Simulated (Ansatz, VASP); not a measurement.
This is a calculation of GaF for VASP 6.6.1.

INCAR

```
SYSTEM = GaF
PREC = Accurate
ENCUT = 520
EDIFF = 1E-6
ISMEAR = -1
SIGMA = 0.05
LREAL = .False.
LASPH = .True.
NELM = 60
ALGO = Normal
ISIF = 2
LWAVE = .False.
LCHARG = .False.
GGA = PE
NBANDS = 17
```

KPOINTS

```
Automatic mesh
0
Gamma
  8 8 8
  0 0 0
```

Contents of POSCAR:

```
GaF
1.0
    0.0000000000      2.8650898209      2.8650898209
    2.8650898209      0.0000000000      2.8650898209
    2.8650898209      2.8650898209      0.0000000000
Ga F
1 1
Direct
    0.2500000000      0.2500000000      0.2500000000
    0.0000000000      0.0000000000      0.0000000000
```

Potentials or basis: VASP PAW PBE potentials, release 64 (Ga_d, F).

Run with:

```bash
$ cat potpaw_PBE.64/Ga_d/POTCAR potpaw_PBE.64/F/POTCAR > POTCAR
$ mpirun -np 1 vasp_std > vasp.out
```

**Question.** Translate it to Ansatz 0.2.0. Potentials there: Ansatz PAW earlier set.

**Answer.** As run (the cutoff follows the program's own potentials):

The input input.yaml:

```yaml
crystal:
  lattice:
    - [0.0, 2.8650898209, 2.8650898209]
    - [2.8650898209, 0.0, 2.8650898209]
    - [2.8650898209, 2.8650898209, 0.0]
  atoms:
    - { symbol: Ga, position: [0.25, 0.25, 0.25] }
    - { symbol: F, position: [0.0, 0.0, 0.0] }
hamiltonian:
  xc: pbe
  pseudopotentials: { kind: paw, level: accurate }
kpoints:
  mp_grid: { grid: [8, 8, 8] }
scf:
  occupations: { method: fermi_dirac, width: 0.05 }
output:
  forces: true
  stress: true
  eigenvalues: true
```

Potentials or basis: Ansatz PAW earlier set.

Command:

```console
$ ansatz run input.yaml --threads 2 --pin off --max-ram 5632MiB --backend cpu --events-out ev --progress --plain --runs-dir out
```

Both were run:

|  | VASP | Ansatz | Ansatz less VASP |
| --- | --- | --- | --- |
| gap on the k mesh at the Fermi level (eV) | 2.35 | 2.35 | +0.003 |
| least direct gap on the mesh (eV) | 2.36 | 2.36 | +0.003 |
| pressure (GPa) | -0.6 | -0.5 | +0.10 |

VASP's potentials hold 20 valence electrons a cell and Ansatz's 28, so a difference there can come from the potentials and not from the codes.
